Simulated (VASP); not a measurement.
A run of VASP 6.6.1 is set up as follows.

File INCAR:

```
SYSTEM = Mg12F
  PREC = Accurate
  ENCUT = 520
  EDIFF = 1E-6
  ISMEAR = -1
  SIGMA = 0.05
  LREAL = .FALSE.
  LASPH = .TRUE.
  NELM = 80
  ALGO = Normal
  ISIF = 2
  LWAVE = .FALSE.
  LCHARG = .FALSE.
  GGA = PE
  NBANDS = 28
```

KPOINTS

```
Automatic mesh
0
G
  2 2 2
  0 0 0
```

Contents of POSCAR:

```
Mg12F
1.0
    6.4200000000      0.0000000000      0.0000000000
   -4.8150000000      8.3398250000      0.0000000000
    0.0000000000      0.0000000000      5.2130400000
Mg F
12 1
Direct
    0.0109253644      0.0005408125     -0.0151625198
    0.1840375720      0.2256549461      0.5069428270
    0.0073494498      0.3394498484     -0.0135071238
    0.1708782264      0.5610607427      0.4937958253
   -0.0000134043      0.6672162968     -0.0048008656
    0.1620595317      0.8848609744      0.4923064330
    0.4854920625     -0.0029632311     -0.0070679942
    0.6583596903      0.2226913852      0.5168599097
    0.5015159401      0.3374695166      0.0089465895
    0.6690776999      0.5554658248      0.5055627812
    0.4982774872      0.6607994835      0.0038263547
    0.6621457468      0.8841108731      0.5131038079
    0.8109375332      0.1038499269      0.2507705752
```

Potentials or basis: VASP PAW PBE potentials, release 64 (Mg, F).

Run with:

```sh
$ cat potpaw_PBE.64/Mg/POTCAR potpaw_PBE.64/F/POTCAR > POTCAR
$ mpirun -np 1 vasp_std > vasp.out
```

Problem. What does it give for the band gap on the k mesh?

Solution. Zero (an odd number of electrons rules out a gap without spin polarisation).

Problem. Predict the pressure.

Solution. 0.4 GPa.

Problem. Predict the largest force.

Solution. 0.082 eV/Å.

Forces in eV/Å, atoms in the order of the input:
```
Mg   0.010 -0.002 -0.021
Mg   0.011  0.012  0.025
Mg   0.010  0.005 -0.016
Mg   0.001 -0.001 -0.002
Mg   0.001  0.008  0.003
Mg  -0.007 -0.004  0.009
Mg   0.017  0.011 -0.009
Mg   0.021  0.005  0.016
Mg  -0.010  0.004 -0.004
Mg   0.002 -0.006 -0.002
Mg   0.002 -0.005 -0.003
Mg   0.012  0.013  0.018
F   -0.070 -0.040 -0.012
```

Caveat: the k points lie up to 0.60 Å⁻¹ apart, too coarse for converged energies and pressures of a metal; an odd number of electrons without spin polarisation forces a metal; a magnetic or distorted state may lie lower.
